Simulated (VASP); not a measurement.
# BAs in VASP: settings compared, part 2 of 2

VASP 6.6.1.

## (5) Single point, PBE (epitaxial xy strain +2.5%)

INCAR reads:

```
ALGO = Normal ; EDIFF = 1E-6
ENCUT = 500 ; GGA = PE
GGA_COMPAT = F ; ISIF = 2
ISMEAR = -1 ; LASPH = T
LCHARG = F ; LREAL = F
LWAVE = F ; NBANDS = 11
NELM = 120 ; PREC = Accurate
SIGMA = 0.02
```

KPOINTS reads:

```
k-points
0
Gamma
  10 10 10
```

POSCAR reads:

```
BAs
1.0
    0.0000000000      2.4516642976      2.3643689670
    2.4516642976      0.0000000000      2.3643689670
    2.4516642976      2.4516642976      0.0000000000
B As
1 1
Direct
    0.0000000000      0.0000000000      0.0000000000
    0.2500000000      0.2500000000      0.2500000000
```

Potentials or basis: VASP PAW PBE potentials, release 64 (B, As).

Launch:

```console
$ cat potpaw_PBE.64/B/POTCAR potpaw_PBE.64/As/POTCAR > POTCAR
$ mpirun -np 1 vasp_std > vasp.out
```

OUTCAR:

```text
EDIFF = 1E-6
   ENCUT = 500
   GGA = PE
   ISIF = 2
   ISMEAR = -1
   LASPH = T
   LREAL = F
   NELM = 120
   PREC = Accurate

 ion  position               nearest neighbor table
   1  0.000  0.000  0.000-   2 2.10   2 2.10   2 2.10   2 2.10
   2  0.250  0.250  0.250-   1 2.10   1 2.10   1 2.10   1 2.10

  LATTYP: Found a body centered tetragonal cell.
 ALAT       =     3.4671769001
 C/A-ratio  =     1.3638582831

  Lattice vectors:

 A1 = (   0.0000000000,  -2.4516642976,  -2.3643689670)
 A2 = (   0.0000000000,   2.4516642976,  -2.3643689670)
 A3 = (   2.4516642976,   0.0000000000,   2.3643689670)

Analysis of symmetry for initial positions (statically):
=====================================================================
 Subroutine PRICEL returns:
 Original cell was already a primitive cell.

 Routine SETGRP: Setting up the symmetry group for a
 body centered tetragonal supercell.

 Subroutine GETGRP returns: Found  8 space group operations
 (whereof  8 operations were pure point group operations)
 out of a pool of 16 trial point group operations.

The static configuration has the point symmetry D_2d.

Analysis of symmetry for dynamics (positions and initial velocities):
=====================================================================
 Subroutine PRICEL returns:
 Original cell was already a primitive cell.

 Routine SETGRP: Setting up the symmetry group for a
 body centered tetragonal supercell.

 Subroutine GETGRP returns: Found  8 space group operations
 (whereof  8 operations were pure point group operations)
 out of a pool of 16 trial point group operations.

The dynamic configuration has the point symmetry D_2d.

 Subroutine INISYM returns: Found  8 space group operations
 (whereof  8 operations are pure point group operations),
 and found     1 'primitive' translations

----------------------------------------------------------------------------------------

                                     Primitive cell

  volume of cell :      28.4228

  direct lattice vectors                    reciprocal lattice vectors
     0.000000000  2.451664298  2.364368967    -0.203943093  0.203943093  0.211472916
     2.451664298  0.000000000  2.364368967     0.203943093 -0.203943093  0.211472916
     2.451664298  2.451664298  0.000000000     0.203943093  0.203943093 -0.211472916

  length of vectors
     3.406009166  3.406009166  3.467176900     0.357639993  0.357639993  0.357639993

  position of ions in fractional coordinates (direct lattice)
     0.000000000  0.000000000  0.000000000
     0.250000000  0.250000000  0.250000000

  ion indices of the primitive-cell ions
   primitive index   ion index
                 1           1
                 2           2

----------------------------------------------------------------------------------------

 KPOINTS: k-points

Automatic generation of k-mesh.
 Grid dimensions read from file:
 generate k-points for:   10   10   10

 Generating k-lattice:

  Cartesian coordinates                     Fractional coordinates (reciprocal lattice)
    -0.020394309  0.020394309  0.021147292     0.100000000 -0.000000000  0.000000000
     0.020394309 -0.020394309  0.021147292    -0.000000000  0.100000000  0.000000000
     0.020394309  0.020394309 -0.021147292     0.000000000  0.000000000  0.100000000

  Length of vectors
     0.035763999  0.035763999  0.035763999

  Shift w.r.t. Gamma in fractional coordinates (k-lattice)
     0.000000000  0.000000000  0.000000000

 Subroutine IBZKPT returns following result:
 ===========================================

 Found    102 irreducible k-points:

 Following reciprocal coordinates:
            Coordinates               Weight
  0.000000  0.000000  0.000000      1.000000
  0.100000 -0.000000  0.000000      8.000000
  0.200000 -0.000000  0.000000      8.000000
  0.300000  0.000000  0.000000      8.000000
  0.400000 -0.000000  0.000000      8.000000
  0.500000  0.000000  0.000000      4.000000
[... 16 lines left out ...]
  0.300000  0.300000  0.000000      2.000000
  0.400000  0.300000  0.000000      8.000000
 [... further k-points ...]
   k-points           NKPTS =    102   k-points in BZ     NKDIM =    102   number of bands    NBANDS=     11
   number of dos      NEDOS =    301   number of ions     NIONS =      2
   total plane-waves  NPLWV =  21952
   dimension x,y,z NGX =    28 NGY =   28 NGZ =   28
   dimension x,y,z NGXF=    56 NGYF=   56 NGZF=   56
   ions per type =               1   1
   NGX,Y,Z   is equivalent  to a cutoff of  13.67, 13.67, 13.43 a.u.
   NGXF,Y,Z  is equivalent  to a cutoff of  27.33, 27.33, 26.85 a.u.
 SYSTEM =  unknown system
   PREC   = accura    normal or accurate (medium, high low for compatibility)
   ISTART =      0    job   : 0-new  1-cont  2-samecut
   ICHARG =      2    charge: 1-file 2-atom 10-const
   ISPIN  =      1    spin polarized calculation?
   LNONCOLLINEAR =      F non collinear calculations
   LSORBIT =      F    spin-orbit coupling
   LASPH  =      T    aspherical Exc in radial PAW
   ENCUT  =  500.0 eV  36.75 Ry    6.06 a.u.   6.21  6.21  6.32*2*pi/ulx,y,z
   NELM   =    120;   NELMIN=  2; NELMDL= -5     # of ELM steps
   EDIFF  = 0.1E-05   stopping-criterion for ELM
   LREAL  =      F    real-space projection
   EDIFFG = 0.1E-04   stopping-criterion for IOM
   NSW    =      0    number of steps for IOM
   IBRION =     -1    ionic relax: 0-MD 1-quasi-New 2-CG
   NFREE  =      0    steps in history (QN), initial steepest desc. (CG)
   ISIF   =      2    stress and relaxation
   ISYM   =      2    0-nonsym 1-usesym 2-fastsym
   POTIM  = 0.5000    time-step for ionic-motion
   TEBEG  =    0.0;   TEEND  =   0.0 temperature during run
   PSTRESS=    0.0 pullay stress
   NELECT =       8.0000    total number of electrons
   NUPDOWN=      -1.0000    fix difference up-down
   EMIN   =  10.00;   EMAX   =-10.00  energy-range for DOS
   EFERMI =   0.00;   METHOD = LEGACY
   ISMEAR =    -1;   SIGMA  =   0.02  broadening in eV -4-tet -1-fermi 0-gaus
   EFERMI_NEDOS =   21; number of points for ismear=-14 and -15
   IALGO  =     38    algorithm
   IMIX   =      4    mixing-type and parameters
     AMIX     =   0.40;   BMIX     =  1.00
     AMIX_MAG =   1.60;   BMIX_MAG =  1.00
  volume/ion in A,a.u.               =      14.21        95.90
  Fermi-wavevector in a.u.,A,eV,Ry     =   1.072875  2.027440 15.661129  1.151061
  Thomas-Fermi vector in A             =   2.208658
   LORBIT       =      0    0 simple, 1 ext, 2 COOP (PROOUT), +10 PAW based schemes
   GGA     = PE    functional components
   LHFCALC =     F    Hartree Fock is set to
   AEXX    =    0.0000 exact exchange contribution
   IVDW    =     0    specifies the selected vdW correction
   LEPSILON=     F    determine dielectric tensor
   LRPA    =     F    only Hartree local field effects (RPA)
 non-spin polarized calculation
  energy-cutoff  :      500.00
  volume of cell :       28.42
 maximum number of plane-waves:       740
 NGX is ok and might be reduce to    28
   NGX = 13   NGY = 13   NGZ = 13

 number of electron       7.9999999 magnetization

 Free energy of the ion-electron system (eV)
  ---------------------------------------------------
  ext. energy  EPLUGINS =         0.00000000
  ---------------------------------------------------
  free energy    TOTEN  =       -11.39523801 eV

  energy without entropy =      -11.39523801  energy(sigma->0) =      -11.39523801

 E-fermi :   6.2340     XC(G=0): -10.4045

 val. band max:        5.8905170780   @ k =   0.0000   0.0000   0.0000
 cond. band min:       6.5869295480   @ k =   0.4000   0.4000   0.0000
 fundamental gap:      0.6964124701
 Fermi energy:         6.2339810775

 k-point     1 :       0.0000    0.0000    0.0000
  band No.  band energies     occupation
      1      -9.3524      2.00000
      2       5.5619      2.00000
      3       5.5619      2.00000
      4       5.8905      2.00000
      5       8.7481      0.00000
      6       8.9823      0.00000
      7       8.9823      0.00000
      8       9.8154      0.00000
      9      15.0608      0.00000
     10      17.9800      0.00000
     11      18.8557      0.00000
[... 309 lines left out ...]
 k-point    24 :       0.4000    0.3000    0.0000
  band No.  band energies     occupation
      1      -6.7167      2.00000
      2      -0.5227      2.00000
      3       1.7785      2.00000
      4       2.1394      2.00000
      5       7.0917      0.00000
      6       8.8720      0.00000
      7      14.2507      0.00000
      8      14.4333      0.00000
      9      17.5730      0.00000
     10      21.0826      0.00000
     11      21.1499      0.00000

 [... further k-points ...]

------------------------ aborting loop because EDIFF is reached ----------------------------------------

  FORCE on cell =-STRESS in cart. coord.  units (eV):
  Direction    XX          YY          ZZ          XY          YZ          ZX
  --------------------------------------------------------------------------------------
  -------------------------------------------------------------------------------------
  Total       -0.7959259     -0.7959259      0.4122439      0.0000000      0.0000000      0.0000000
  in kB      -44.8658570    -44.8658570     23.2379346      0.0000000      0.0000000      0.0000000
  external PRESSURE =     -22.1645931 kB  Pullay stress =       0.0000000 kB

 VOLUME and BASIS-vectors are now :
 -----------------------------------------------------------------------------
  energy-cutoff  :      500.00
  volume of cell :       28.42
      direct lattice vectors                 reciprocal lattice vectors
     0.000000000  2.451664298  2.364368967    -0.203943093  0.203943093  0.211472916
     2.451664298  0.000000000  2.364368967     0.203943093 -0.203943093  0.211472916
     2.451664298  2.451664298  0.000000000     0.203943093  0.203943093 -0.211472916

 POSITION                                       TOTAL-FORCE (eV/Angst)
 -----------------------------------------------------------------------------------
      0.00000      0.00000      0.00000         0.000000      0.000000      0.000000
      1.22583      1.22583      1.18218         0.000000     -0.000000     -0.000000
 -----------------------------------------------------------------------------------
    total drift:                               -0.000000     -0.000000     -0.000000

  FREE ENERGIE OF THE ION-ELECTRON SYSTEM (eV)
  ---------------------------------------------------
  free  energy   TOTEN  =       -11.3952380096 eV

  energy  without entropy=      -11.3952380095  energy(sigma->0) =      -11.39523801
```

Run time: 18 s. Hardware: 1 thread of AMD EPYC 9R45 (Zen 5), shared host; peak memory 0.15 GiB.

Results:

```
Free energy            : -11.3952 eV
Pressure               : -2.2 GPa
Band gap on the k mesh : 0.70 eV, indirect (least direct gap 2.86 eV)
```

Levels at points of the mesh, in eV from the valence-band top:
| k point | band 2 | band 3 | band 4 | band 5 | band 6 | band 7 |
| --- | --- | --- | --- | --- | --- | --- |
| (0.00, 0.00, 0.00) | -0.33 | -0.33 | 0.00 | 2.86 | 3.09 | 3.09 |
| (0.50, 0.00, 0.00) | -8.70 | -2.17 | -1.77 | 2.17 | 4.37 | 4.71 |
| (0.50, 0.50, 0.00) | -8.33 | -4.34 | -4.34 | 0.98 | 0.99 | 10.77 |
| (0.50, 0.00, 0.50) | -8.61 | -4.04 | -3.98 | 1.40 | 1.41 | 10.46 |

Caveat: the cell differs from its parent crystal (epitaxial xy strain +2.5%). A k mesh can miss the band edges.

## (6) The runs side by side

```tsv
level	cell	cutoff (eV)	smearing	gap on the mesh (eV)	pressure (GPa)
r2SCAN	a = 3.433 Å, angles 60.0°, 2 atoms	550	gaussian 0.01 eV	1.42	-5.6
PBE	a = 3.356, b = 3.356, c = 3.281 Å, angles 60.7, 60.7, 58.5°, 2 atoms	500	fermi-dirac 0.02 eV	0.79	10.2
PBE	a = 3.408, b = 3.408, c = 3.383 Å, angles 60.2, 60.2, 59.5°, 2 atoms	500	fermi-dirac 0.02 eV	1.08	0.7
PBE	a = 3.406, b = 3.406, c = 3.467 Å, angles 59.4, 59.4, 61.2°, 2 atoms	500	fermi-dirac 0.02 eV	0.70	-2.2
```

Alike in all rows: task single point; potentials or basis VASP PAW PBE potentials, release 64 (B, As); no spin polarisation; k mesh 10 × 10 × 10.

Caveats: the PAW data sets were made with another functional, which shifts forces and pressure a little (some runs).

Absolute energies hang on the potentials; compare differences alone.
